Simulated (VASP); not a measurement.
# Nb2Br (I4_1/amd) in VASP: single point with PBE

Aim: the single point of Nb2Br with PBE.

Everything below comes from runs of VASP 6.6.1. Logs are shortened: lines on timing, memory, paths and dates and some standing lists are left out, and cuts for length are marked.

## Step 1: The cell of the first run

Symmetry: I4_1/amd, No. 141, tetragonal system. The conventional cell has a = 5.235 Å, b = 5.235 Å, c = 8.696 Å, α = 90.00°, β = 90.00°, γ = 90.00°. Within 3.5 Å of Nb (site symmetry 2mm) lie 7 Nb at 2.67 to 3.40 Å and 3 Br at 2.74 to 3.00 Å. Within 3.6 Å of Br (site symmetry -4m2) lie 6 Nb at 2.74 to 3.00 Å and 4 Br at 3.40 Å.

## Step 2: Single point, PBE

The input, INCAR:

```
ALGO = Normal ; EDIFF = 1E-7
ENCUT = 520 ; GGA = PE
ISIF = 2 ; ISMEAR = 0
LASPH = True ; LCHARG = True
LELF = True ; LREAL = False
LVHAR = True ; LWAVE = False
NBANDS = 42 ; NELM = 80
PREC = Accurate ; SIGMA = 0.1
```

The input, KPOINTS:

```
k-points
0
Gamma
  10 10 10
```

The input, POSCAR:

```
Nb2Br
1.0
   -2.6174600789      2.6174600789      4.3480617833
    2.6174600789     -2.6174600789      4.3480617833
    2.6174600789      2.6174600789     -4.3480617833
Nb Br
4 2
Direct
    0.5946523126      0.0946523126      0.5000000000
    0.9053476874      0.4053476874      0.5000000000
    0.1553476874      0.1553476874      0.0000000000
    0.8446523126      0.8446523126      0.0000000000
    0.2500000000      0.7500000000      0.5000000000
    0.5000000000      0.5000000000      0.0000000000
```

Potentials or basis: VASP PAW PBE potentials, release 64 (Nb_sv, Br).

Started as:

```console
> cat potpaw_PBE.64/Nb_sv/POTCAR potpaw_PBE.64/Br/POTCAR > POTCAR
> mpirun -np 1 vasp_std > vasp.out
```

OUTCAR:

```text
EDIFF = 1E-7
   ENCUT = 520
   GGA = PE
   ISIF = 2
   ISMEAR = 0
   LASPH = True
   LREAL = False
   NELM = 80
   PREC = Accurate

 ion  position               nearest neighbor table
   1  0.595  0.095  0.500-   3 2.67   3 2.67   2 2.70   6 2.74   6 2.74
   2  0.905  0.405  0.500-   4 2.67   4 2.67   1 2.70   6 2.74   6 2.74
   3  0.155  0.155  0.000-   1 2.67   1 2.67   4 2.70   5 2.74   5 2.74
   4  0.845  0.845  0.000-   2 2.67   2 2.67   3 2.70   5 2.74   5 2.74
   5  0.250  0.750  0.500-   4 2.74   3 2.74   4 2.74   3 2.74
   6  0.500  0.500  0.000-   1 2.74   2 2.74   1 2.74   2 2.74

  LATTYP: Found a body centered tetragonal cell.
 ALAT       =     5.2349201578
 C/A-ratio  =     1.6611759692

  Lattice vectors:

 A1 = (  -2.6174600789,   2.6174600789,   4.3480617833)
 A2 = (   2.6174600789,  -2.6174600789,   4.3480617833)
 A3 = (   2.6174600789,   2.6174600789,  -4.3480617833)

Analysis of symmetry for initial positions (statically):
=====================================================================
 Subroutine PRICEL returns:
 Original cell was already a primitive cell.

 Routine SETGRP: Setting up the symmetry group for a
 body centered tetragonal supercell.

 Subroutine GETGRP returns: Found 16 space group operations
 (whereof  8 operations were pure point group operations)
 out of a pool of 16 trial point group operations.

The static configuration has the point symmetry D_2d.
 The point group associated with its full space group is D_4h.

Analysis of symmetry for dynamics (positions and initial velocities):
=====================================================================
 Subroutine PRICEL returns:
 Original cell was already a primitive cell.

 Routine SETGRP: Setting up the symmetry group for a
 body centered tetragonal supercell.

 Subroutine GETGRP returns: Found 16 space group operations
 (whereof  8 operations were pure point group operations)
 out of a pool of 16 trial point group operations.

The dynamic configuration has the point symmetry D_2d.
 The point group associated with its full space group is D_4h.

 Subroutine INISYM returns: Found 16 space group operations
 (whereof  8 operations are pure point group operations),
 and found     1 'primitive' translations

----------------------------------------------------------------------------------------

                                     Primitive cell

  volume of cell :     119.1560

  direct lattice vectors                    reciprocal lattice vectors
    -2.617460079  2.617460079  4.348061783     0.000000000  0.191024881  0.114993766
     2.617460079 -2.617460079  4.348061783     0.191024881  0.000000000  0.114993766
     2.617460079  2.617460079 -4.348061783     0.191024881  0.191024881  0.000000000

  length of vectors
     5.710327119  5.710327119  5.710327119     0.222966525  0.222966525  0.270149977

  position of ions in fractional coordinates (direct lattice)
     0.594652313  0.094652313  0.500000000
     0.905347687  0.405347687  0.500000000
     0.155347687  0.155347687  0.000000000
     0.844652313  0.844652313  0.000000000
     0.250000000  0.750000000  0.500000000
     0.500000000  0.500000000  0.000000000

  ion indices of the primitive-cell ions
   primitive index   ion index
                 1           1
                 2           2
                 3           3
                 4           4
                 5           5
                 6           6

----------------------------------------------------------------------------------------

 KPOINTS: k-points

Automatic generation of k-mesh.
 Grid dimensions read from file:
 generate k-points for:   10   10   10

 Generating k-lattice:

  Cartesian coordinates                     Fractional coordinates (reciprocal lattice)
     0.000000000  0.019102488  0.011499377     0.100000000  0.000000000  0.000000000
     0.019102488  0.000000000  0.011499377     0.000000000  0.100000000  0.000000000
     0.019102488  0.019102488  0.000000000     0.000000000  0.000000000  0.100000000

  Length of vectors
     0.022296653  0.022296653  0.027014998

  Shift w.r.t. Gamma in fractional coordinates (k-lattice)
     0.000000000  0.000000000  0.000000000

 Subroutine IBZKPT returns following result:
 ===========================================

 Found    102 irreducible k-points:

 Following reciprocal coordinates:
            Coordinates               Weight
  0.000000  0.000000  0.000000      1.000000
  0.100000  0.000000  0.000000      8.000000
  0.200000  0.000000  0.000000      8.000000
  0.300000  0.000000  0.000000      8.000000
  0.400000  0.000000  0.000000      8.000000
  0.500000  0.000000  0.000000      4.000000
[... 16 lines left out ...]
  0.300000  0.300000  0.000000      8.000000
  0.400000  0.300000 -0.000000     16.000000
 [... further k-points ...]
   k-points           NKPTS =    102   k-points in BZ     NKDIM =    102   number of bands    NBANDS=     42
   number of dos      NEDOS =    301   number of ions     NIONS =      6
   total plane-waves  NPLWV =  74088
   dimension x,y,z NGX =    42 NGY =   42 NGZ =   42
   dimension x,y,z NGXF=    84 NGYF=   84 NGZF=   84
   ions per type =               4   2
   NGX,Y,Z   is equivalent  to a cutoff of  12.23, 12.23, 12.23 a.u.
   NGXF,Y,Z  is equivalent  to a cutoff of  24.46, 24.46, 24.46 a.u.
 SYSTEM =  unknown system
   PREC   = accura    normal or accurate (medium, high low for compatibility)
   ISTART =      0    job   : 0-new  1-cont  2-samecut
   ICHARG =      2    charge: 1-file 2-atom 10-const
   ISPIN  =      1    spin polarized calculation?
   LNONCOLLINEAR =      F non collinear calculations
   LSORBIT =      F    spin-orbit coupling
   LASPH  =      T    aspherical Exc in radial PAW
   ENCUT  =  520.0 eV  38.22 Ry    6.18 a.u.  10.62 10.62 10.62*2*pi/ulx,y,z
   NELM   =     80;   NELMIN=  2; NELMDL= -5     # of ELM steps
   EDIFF  = 0.1E-06   stopping-criterion for ELM
   LREAL  =      F    real-space projection
   EDIFFG = 0.1E-05   stopping-criterion for IOM
   NSW    =      0    number of steps for IOM
   IBRION =     -1    ionic relax: 0-MD 1-quasi-New 2-CG
   NFREE  =      0    steps in history (QN), initial steepest desc. (CG)
   ISIF   =      2    stress and relaxation
   ISYM   =      2    0-nonsym 1-usesym 2-fastsym
   POTIM  = 0.5000    time-step for ionic-motion
   TEBEG  =    0.0;   TEEND  =   0.0 temperature during run
   PSTRESS=    0.0 pullay stress
   NELECT =      66.0000    total number of electrons
   NUPDOWN=      -1.0000    fix difference up-down
   EMIN   =  10.00;   EMAX   =-10.00  energy-range for DOS
   EFERMI =   0.00;   METHOD = LEGACY
   ISMEAR =     0;   SIGMA  =   0.10  broadening in eV -4-tet -1-fermi 0-gaus
   EFERMI_NEDOS =   21; number of points for ismear=-14 and -15
   IALGO  =     38    algorithm
   IMIX   =      4    mixing-type and parameters
     AMIX     =   0.40;   BMIX     =  1.00
     AMIX_MAG =   1.60;   BMIX_MAG =  1.00
  volume/ion in A,a.u.               =      19.86       134.02
  Fermi-wavevector in a.u.,A,eV,Ry     =   1.344469  2.540678 24.593857  1.807597
  Thomas-Fermi vector in A             =   2.472460
   LORBIT       =      0    0 simple, 1 ext, 2 COOP (PROOUT), +10 PAW based schemes
   GGA     = PE    functional components
   LHFCALC =     F    Hartree Fock is set to
   AEXX    =    0.0000 exact exchange contribution
   IVDW    =     0    specifies the selected vdW correction
   LEPSILON=     F    determine dielectric tensor
   LRPA    =     F    only Hartree local field effects (RPA)
 non-spin polarized calculation
 Gauss-broadening in eV      SIGMA  =   0.10
  energy-cutoff  :      520.00
  volume of cell :      119.16
 maximum number of plane-waves:      3241
   NGX = 21   NGY = 21   NGZ = 21

 number of electron      66.0000000 magnetization

 Free energy of the ion-electron system (eV)
  ---------------------------------------------------
  ext. energy  EPLUGINS =         0.00000000
  ---------------------------------------------------
  free energy    TOTEN  =       -41.68691611 eV

  energy without entropy =      -41.66089497  energy(sigma->0) =      -41.67390554

 E-fermi :   9.6871     XC(G=0): -11.4701

 val. band max:        9.6857669203   @ k =  -0.3000   0.5000   0.1000
 cond. band min:       9.6885826019   @ k =  -0.3000   0.4000   0.2000
 fundamental gap:      0.0028156816
 Fermi energy:         9.6871257908

 k-point     1 :       0.0000    0.0000    0.0000
  band No.  band energies     occupation
      1     -45.4511      2.00000
      2     -45.3313      2.00000
      3     -45.2119      2.00000
      4     -45.1423      2.00000
      5     -22.0462      2.00000
      6     -22.0462      2.00000
[... 34 lines left out ...]
     41      12.2397      0.00000
     42      12.2521      0.00000

 k-point     2 :       0.1000    0.0000    0.0000
  band No.  band energies     occupation
      1     -45.4477      2.00000
      2     -45.3302      2.00000
      3     -45.2141      2.00000
      4     -45.1449      2.00000
      5     -22.0470      2.00000
      6     -22.0218      2.00000
[... 34 lines left out ...]
     41      12.2169      0.00000
     42      12.2678      0.00000

 k-point     3 :       0.2000    0.0000    0.0000
  band No.  band energies     occupation
      1     -45.4385      2.00000
      2     -45.3265      2.00000
      3     -45.2213      2.00000
      4     -45.1513      2.00000
      5     -22.0491      2.00000
      6     -21.9566      2.00000
[... 34 lines left out ...]
     41      12.0672      0.00000
     42      12.3327      0.00000

 k-point     4 :       0.3000    0.0000    0.0000
  band No.  band energies     occupation
      1     -45.4265      2.00000
      2     -45.3191      2.00000
      3     -45.2346      2.00000
      4     -45.1580      2.00000
      5     -22.0517      2.00000
      6     -21.8766      2.00000
[... 844 lines left out ...]
     41      12.1992      0.00000
     42      12.5121      0.00000

 k-point    23 :       0.3000    0.3000    0.0000
  band No.  band energies     occupation
      1     -45.3870      2.00000
      2     -45.3321      2.00000
      3     -45.2293      2.00000
      4     -45.1917      2.00000
      5     -21.8925      2.00000
      6     -21.8131      2.00000
[... 34 lines left out ...]
     41      11.9253      0.00000
     42      12.0839      0.00000

 k-point    24 :       0.4000    0.3000   -0.0000
  band No.  band energies     occupation
      1     -45.3738      2.00000
      2     -45.3262      2.00000
      3     -45.2392      2.00000
      4     -45.2015      2.00000
      5     -21.8700      2.00000
      6     -21.7568      2.00000
[... 34 lines left out ...]
     41      11.8317      0.00000
     42      12.2571      0.00000

 [... further k-points ...]
[... 5 lines left out ...]
  --------------------------------------------------------------------------------------
  -------------------------------------------------------------------------------------
  Total       -0.0963400     -0.0963400     -0.1652046      0.0000000     -0.0000000      0.0000000
  in kB       -1.2953919     -1.2953919     -2.2213495      0.0000000     -0.0000000      0.0000000
  external PRESSURE =      -1.6040444 kB  Pullay stress =       0.0000000 kB

 VOLUME and BASIS-vectors are now :
 -----------------------------------------------------------------------------
  energy-cutoff  :      520.00
  volume of cell :      119.16
      direct lattice vectors                 reciprocal lattice vectors
    -2.617460079  2.617460079  4.348061783     0.000000000  0.191024881  0.114993766
     2.617460079 -2.617460079  4.348061783     0.191024881  0.000000000  0.114993766
     2.617460079  2.617460079 -4.348061783     0.191024881  0.191024881  0.000000000

 POSITION                                       TOTAL-FORCE (eV/Angst)
 -----------------------------------------------------------------------------------
      0.00000      2.61746      0.82311        -0.000000      0.000000      0.004914
      0.00000      2.61746      3.52495        -0.000000      0.000000     -0.004914
      0.00000      0.00000      1.35092         0.000000     -0.000000     -0.004914
      0.00000      0.00000      7.34520         0.000000     -0.000000      0.004914
      2.61746      0.00000      2.17403        -0.000000     -0.000000     -0.000000
      0.00000      0.00000      4.34806        -0.000000     -0.000000     -0.000000
 -----------------------------------------------------------------------------------
    total drift:                               -0.000000     -0.000000      0.000000

  FREE ENERGIE OF THE ION-ELECTRON SYSTEM (eV)
  ---------------------------------------------------
  free  energy   TOTEN  =       -41.6869161139 eV

  energy  without entropy=      -41.6608949686  energy(sigma->0) =      -41.67390554
```

It took 11 min on 1 thread of Intel Xeon Platinum 8259CL at 2.50GHz (Skylake/Cascade Lake), shared host; peak memory 0.52 GiB.

Results:

- Free energy: -41.6869 eV
- Pressure: -0.2 GPa
- Largest force: 0.005 eV/Å
- Band gap on the k mesh: zero (bands 33 and 34 overlap by 0.98 eV)

Forces in eV/Å, atoms in the order of the input:
```
Nb   0.000  0.000  0.005
Nb   0.000  0.000 -0.005
Nb   0.000  0.000 -0.005
Nb   0.000  0.000  0.005
Br   0.000  0.000  0.000
Br   0.000  0.000  0.000
```

Stress tensor (GPa, compression positive):
```
-0.13  0.00  0.00
 0.00 -0.13  0.00
 0.00  0.00 -0.22
```
